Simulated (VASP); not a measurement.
# Si13Sn3 (P1) in VASP: notebook, part 2 of 2

VASP 6.6.1. The steps go on from the part before.

### 3 Single point, HSE06

Input file POSCAR:

```
Si13Sn3
1.0
   11.2831180000      0.0000000000      0.0000000000
    0.0000000000     11.2831180000      0.0000000000
    0.0000000000      0.0000000000     11.2831180000
Si Sn
52 12
Direct
    0.0004090000      0.9968960000      0.0009180000
    0.0010430000      0.0020130000      0.5153810000
    0.0048270000      0.5030060000      0.0017120000
    0.9945110000      0.5051650000      0.5031930000
    0.5019500000      0.0017960000      0.4980240000
    0.4983190000      0.5038450000      0.0059450000
    0.4883590000      0.5062620000      0.5037570000
    0.1174170000      0.1194040000      0.1268950000
    0.1274250000      0.1254780000      0.6310520000
    0.1248860000      0.6262450000      0.1232460000
    0.1303430000      0.6189130000      0.6222540000
    0.6213570000      0.1226940000      0.1400160000
    0.6324520000      0.1168870000      0.6225830000
    0.6338800000      0.6224510000      0.1176980000
    0.6236180000      0.6286470000      0.6082960000
    0.2556770000      0.2421300000      0.5068510000
    0.2441390000      0.7501580000      0.0024370000
    0.2555350000      0.7420960000      0.5072170000
    0.7524060000      0.2490550000      0.5134890000
    0.7552200000      0.7498600000      0.0025060000
    0.7506510000      0.7545040000      0.4943050000
    0.3826540000      0.3831500000      0.1325220000
    0.3656010000      0.3826690000      0.6213390000
    0.3592890000      0.8734760000      0.1262570000
    0.3686560000      0.8828010000      0.6187290000
    0.8871610000      0.3857570000      0.1278260000
    0.8834130000      0.3683940000      0.6240020000
    0.8728130000      0.8727820000      0.1232960000
    0.8684480000      0.8788130000      0.6203930000
    0.2510660000      0.0078280000      0.2474430000
    0.2458140000      0.9982200000      0.7474970000
    0.2566080000      0.5100910000      0.2450460000
    0.2454680000      0.4996960000      0.7506460000
    0.7445580000      0.9911950000      0.2469280000
    0.7558460000      0.9988020000      0.7476320000
    0.7604210000      0.5078140000      0.2445070000
    0.3762380000      0.1246580000      0.3760770000
    0.3664180000      0.1171030000      0.8643110000
    0.3682560000      0.6209720000      0.3824500000
    0.3651020000      0.6192600000      0.8849310000
    0.8849840000      0.1184240000      0.8671020000
    0.8741160000      0.6292360000      0.3743290000
    0.8782200000      0.6261090000      0.8921830000
    0.0004320000      0.2504650000      0.2363370000
    0.0041190000      0.2495970000      0.7484650000
    0.9928150000      0.7435250000      0.2425550000
    0.4931740000      0.2461140000      0.2509640000
    0.1145830000      0.3841620000      0.8667700000
    0.1327570000      0.8822040000      0.8827020000
    0.6133960000      0.3821780000      0.8844960000
    0.6294390000      0.8808940000      0.3806990000
    0.6459490000      0.8736020000      0.8750840000
    0.5001350000      0.9953480000      0.9986120000
    0.2465720000      0.2547020000      0.9984650000
    0.7531460000      0.2503250000      0.0042190000
    0.7501910000      0.5021460000      0.7510540000
    0.8752590000      0.1244570000      0.3736930000
    0.0020840000      0.7523940000      0.7528500000
    0.4982100000      0.2506770000      0.7447600000
    0.4998940000      0.7484480000      0.2530200000
    0.4993540000      0.7520370000      0.7515600000
    0.1279830000      0.3742320000      0.3726630000
    0.1243080000      0.8716640000      0.3772240000
    0.6252150000      0.3781290000      0.3775460000
```

Input file INCAR.step1:

```
ALGO = Normal
EDIFF = 1E-5
ENCUT = 520
GGA = PE
ISIF = 2
ISMEAR = -1
LASPH = True
LCHARG = False
LREAL = Auto
LUSENCCL = False
LWAVE = True
NBANDS = 226
NELM = 100
PREC = Accurate
SIGMA = 0.05
```

Input file INCAR.step2:

```
ALGO = Normal
EDIFF = 1E-6
ENCUT = 520
GGA = PE
HFSCREEN = 0.2079
ISIF = 2
ISMEAR = -1
ISTART = 1
LASPH = True
LCHARG = False
LHFCALC = True
LREAL = Auto
LUSENCCL = False
LWAVE = False
NBANDS = 226
NELM = 100
PREC = Accurate
PRECFOCK = Fast
SIGMA = 0.05
```

Input file KPOINTS:

```
k-points
0
Gamma
  1 1 1
```

Potentials or basis: VASP PAW PBE potentials, release 64 (Si, Sn_d).

Command:

```
cat potpaw_PBE.64/Si/POTCAR potpaw_PBE.64/Sn_d/POTCAR > POTCAR
cp INCAR.step1 INCAR
mpirun -np 1 vasp_gam > vasp.out
cp INCAR.step2 INCAR
mpirun -np 1 vasp_gam > vasp.out
```

Wall time 9.6 min (1 × NVIDIA H100 80GB with 1 thread of AMD EPYC 7R13 (Zen 3), shared host); peak memory 1.7 GiB.

Results (log left out):

* Free energy: -368.6494 eV
* Pressure: 0.4 GPa
* Largest force: 0.070 eV/Å
* Band gap on the k mesh: 0.95 eV

Forces in eV/Å, atoms in the order of the input:
```
Si   0.018  0.019  0.007
Si  -0.013 -0.006 -0.025
Si  -0.044  0.010  0.004
Si   0.033 -0.009  0.016
Si   0.004 -0.007  0.016
Si   0.024 -0.033 -0.006
Si   0.007  0.015 -0.011
Si   0.017  0.028  0.007
Si  -0.009 -0.053 -0.028
Si   0.018 -0.012 -0.007
Si  -0.009  0.016 -0.001
Si  -0.013 -0.028 -0.038
Si   0.000  0.022  0.005
Si   0.017  0.000  0.005
Si  -0.016 -0.018  0.035
Si  -0.017  0.024 -0.004
Si   0.018  0.015  0.037
Si  -0.023 -0.003 -0.021
Si   0.030 -0.014 -0.017
Si   0.013 -0.015 -0.022
Si  -0.014 -0.002  0.036
Si  -0.029  0.006 -0.009
Si   0.021 -0.013  0.006
Si   0.024  0.020 -0.031
Si   0.007 -0.028  0.022
Si  -0.018 -0.018 -0.014
Si  -0.059  0.035  0.015
Si  -0.020 -0.008  0.003
Si   0.040  0.019  0.000
Si  -0.032 -0.034 -0.021
Si   0.038  0.040  0.023
Si   0.007 -0.019  0.037
Si  -0.029  0.001 -0.020
Si  -0.008  0.046  0.030
Si   0.008 -0.025 -0.008
Si   0.014 -0.009 -0.018
Si  -0.016 -0.014 -0.023
Si   0.018 -0.017  0.006
Si   0.010  0.005 -0.002
Si   0.003  0.008 -0.014
Si  -0.018  0.009  0.009
Si  -0.010 -0.028 -0.018
Si  -0.014 -0.005 -0.037
Si  -0.002 -0.005  0.016
Si  -0.015  0.006 -0.014
Si   0.030  0.022  0.009
Si   0.025  0.003 -0.028
Si   0.039 -0.007  0.023
Si  -0.009 -0.012 -0.018
Si   0.019  0.015 -0.022
Si   0.001 -0.006 -0.022
Si  -0.021  0.005  0.013
Sn  -0.025  0.033  0.017
Sn   0.015 -0.029  0.000
Sn  -0.017  0.013  0.021
Sn   0.003  0.012  0.016
Sn   0.001  0.000  0.024
Sn  -0.013 -0.020 -0.013
Sn  -0.018  0.005  0.026
Sn  -0.032  0.005  0.005
Sn   0.025  0.001 -0.025
Sn  -0.003  0.008 -0.021
Sn   0.010  0.014  0.039
Sn   0.009  0.014  0.026
```

Stress tensor (GPa, compression positive):
```
 0.45 -0.01 -0.01
-0.01  0.29  0.00
-0.01  0.00  0.49
```

Levels at points of the mesh, in eV from the valence-band top:
| k point | band 185 | band 186 | band 187 | band 188 | band 189 | band 190 | band 191 | band 192 |
| --- | --- | --- | --- | --- | --- | --- | --- | --- |
| (0.00, 0.00, 0.00) | -0.97 | -0.05 | -0.05 | 0.00 | 0.95 | 1.02 | 1.14 | 1.17 |

Caveat: the k points lie up to 0.56 Å⁻¹ apart; the PAW data sets were made with another functional, which shifts forces and pressure a little; spin-orbit coupling is left out, which moves the levels of the heavy elements.
